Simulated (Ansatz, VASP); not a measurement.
**Pb: VASP beside Ansatz**

File POSCAR:

```
Pb
1.0
    0.0000000000      2.4750200000      2.4750200000
    2.4750200000      0.0000000000      2.4750200000
    2.4750200000      2.4750200000      0.0000000000
Pb
1
Direct
    0.0000000000      0.0000000000      0.0000000000
```

The input INCAR.step1:

```
SYSTEM = Pb
PREC = Accurate ; ENCUT = 600
ISMEAR = -1 ; SIGMA = 0.05
LREAL = .False. ; LASPH = .True.
NELM = 80 ; GGA = PE
ALGO = Normal ; EDIFF = 1E-4
LWAVE = .True. ; LCHARG = .False.
```

The input INCAR.step2:

```
SYSTEM = Pb
PREC = Accurate ; ENCUT = 600
EDIFF = 1E-7 ; ISMEAR = -1
SIGMA = 0.05 ; LREAL = .False.
LASPH = .True. ; NELM = 80
ALGO = Normal ; ISIF = 3
LWAVE = .False. ; LCHARG = .False.
METAGGA = R2SCAN ; LMIXTAU = .True.
IBRION = 2 ; NSW = 60
EDIFFG = -0.01 ; ISTART = 1
```

File KPOINTS:

```
Automatic mesh
0
Gamma
  9 9 9
  0 0 0
```

File input.yaml:

```yaml
crystal:
  lattice:
    - [0.0, 2.47502, 2.47502]
    - [2.47502, 0.0, 2.47502]
    - [2.47502, 2.47502, 0.0]
  atoms:
    - { symbol: Pb, position: [0.0, 0.0, 0.0] }
hamiltonian:
  xc: r2scan
  pseudopotentials: { kind: paw }
kpoints:
  mp_grid: { grid: [9, 9, 9] }
scf:
  occupations: { method: fermi_dirac, width: 0.05 }
output:
  forces: true
  stress: true
relax:
  f_tol: 0.01
  max_steps: 40
  cell: { stress_tol: 0.05 }
```

Alike in both runs: task relaxation of cell and atoms; functional r2SCAN; k mesh 9 × 9 × 9; occupations fermi-dirac, width 0.05 eV; no spin polarisation.

```csv
,VASP,Ansatz
version,VASP 6.6.1,Ansatz 0.2.0
potentials or method,"VASP PAW PBE potentials, release 64 (Pb_d)",Ansatz PAW
plane-wave cutoff (eV),600,500
valence electrons in the cell,14,14
```

```csv
,VASP,Ansatz,Ansatz less VASP
relaxed volume (Å³/atom),31.06,31.04,-0.022
relaxed cell length with the largest relative difference (Å),3.528,3.528,-0.0008
```

VASP's potentials were made for PBE, not for r2SCAN.

Neither program's run includes spin-orbit coupling. Noted on Ansatz's run: the plane-wave basis is chosen anew once the cell has moved, so the energies of steps on either side of that aren't comparable.
